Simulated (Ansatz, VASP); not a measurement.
## One calculation of Ni, two programs

```
Ni
1.0
    -1.43566    1.43566    1.43566
     1.43566   -1.43566    1.43566
     1.43566    1.43566   -1.43566
Ni
1
Direct
  0.00000 0.00000 0.00000
```

Alike in both runs: task single point; functional r2SCAN; k mesh 18 × 18 × 18; occupations fermi-dirac, width 0.05 eV; collinear spin.

|  | VASP | Ansatz |
| --- | --- | --- |
| version | VASP 6.6.1 | Ansatz 0.2.0 |
| potentials or method | VASP PAW PBE potentials, release 64 (Ni), cutoff 520 eV | plane waves (500 eV) with PAW, scalar-relativistic |
| valence electrons in the cell | 10 | 18 |

|  | VASP | Ansatz | Ansatz less VASP |
| --- | --- | --- | --- |
| pressure (GPa) | -18.1 | -18.4 | -0.38 |
| net moment per atom (μB) | 0.65 | 0.66 | +0.013 |
| size of the moment on the site where the two differ most (μB) | 0.68 | 0.73 | +0.049 |

VASP's potentials were made for PBE, not for r2SCAN. Site moments also hang on the region over which each program counts them. VASP's potentials hold 10 valence electrons a cell and Ansatz's 18, so a difference there can come from the potentials and not from the codes. Ansatz's warnings: stability check not made.
